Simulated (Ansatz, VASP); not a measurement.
**One calculation of LiH, two programs**

The input INCAR:

```
SYSTEM = LiH
  ALGO = Normal
  EDIFF = 1E-6
  EDIFFG = -0.01
  ENCUT = 600
  GGA = PE
  IBRION = 2
  ISIF = 3
  ISMEAR = 0
  LASPH = .True.
  LCHARG = .False.
  LREAL = .False.
  LWAVE = .False.
  NELM = 60
  NSW = 100
  PREC = Accurate
  SIGMA = 0.1
```

KPOINTS

```
k-points
0
Gamma
  24 24 14
  0 0 0
```

POSCAR

```
LiH
1.0
    1.4023181900     -1.9808826400      0.0000000000
    1.4023181900      1.9808826400      0.0000000000
    0.0000000000      0.0000000000      3.9701870800
Li H
1 1
Direct
    0.5000000000      0.5000000000      0.5000000000
    0.0000000000      0.0000000000      0.0000000000
```

Input for Ansatz:

```yaml
crystal:
  lattice:
    - [1.40231819, -1.98088264, 0.0]
    - [1.40231819, 1.98088264, 0.0]
    - [0.0, 0.0, 3.97018708]
  atoms:
    - { symbol: Li, position: [0.5, 0.5, 0.5] }
    - { symbol: H, position: [0.0, 0.0, 0.0] }
basis:
  ecutwfc: 420
kpoints:
  mp_grid: { grid: [24, 24, 14] }
hamiltonian:
  xc: pbe
scf:
  occupations: { method: gaussian, width: 0.1 }
output:
  forces: true
  stress: true
  eigenvalues: true
  write_density: true
  write_potential: true
  elf: true
  volumetric_format: npy
relax:
  adjacent_minimum: "off"
  f_tol: 0.01
  max_steps: 80
  cell: { stress_tol: 0.05 }
```

Change from the starting cell: species swapped into the TiNb type (Cmmm, No. 65).

Alike in both runs: task relaxation of cell and atoms; functional PBE; k mesh 24 × 24 × 14; occupations gaussian, width 0.1 eV; no spin polarisation.

|  | VASP | Ansatz |
| --- | --- | --- |
| version | VASP 6.6.1 | Ansatz 0.2.0 |
| potentials or method | VASP PAW PBE potentials, release 64 (Li_sv, H), cutoff 600 eV | scalar-relativistic, plane waves, PAW |
| valence electrons in the cell | 4 | 4 |

VASP gave:

```
gap on the k mesh at the Fermi level, each at its own relaxed structure (eV)  : 0.16
relaxed volume (Å³/atom)                                                      : 9.00
relaxed length of the cell vector where the two differ most in proportion (Å) : 2.838
```

**Question.** Which values does Ansatz return?

**Answer.** gap on the k mesh at the Fermi level, each at its own relaxed structure (eV): 0.08; relaxed volume (Å³/atom): 9.99; relaxed length of the cell vector where the two differ most in proportion (Å): 3.073.

One of these differences is far larger than is usual between the two programs; its cause wasn't traced.

Noted on VASP's run: the cutoff is under 1.25 times that of the potentials, so the pressure is a little rough; the volume moved by over 15 % at a fixed basis, so the end points are rough.
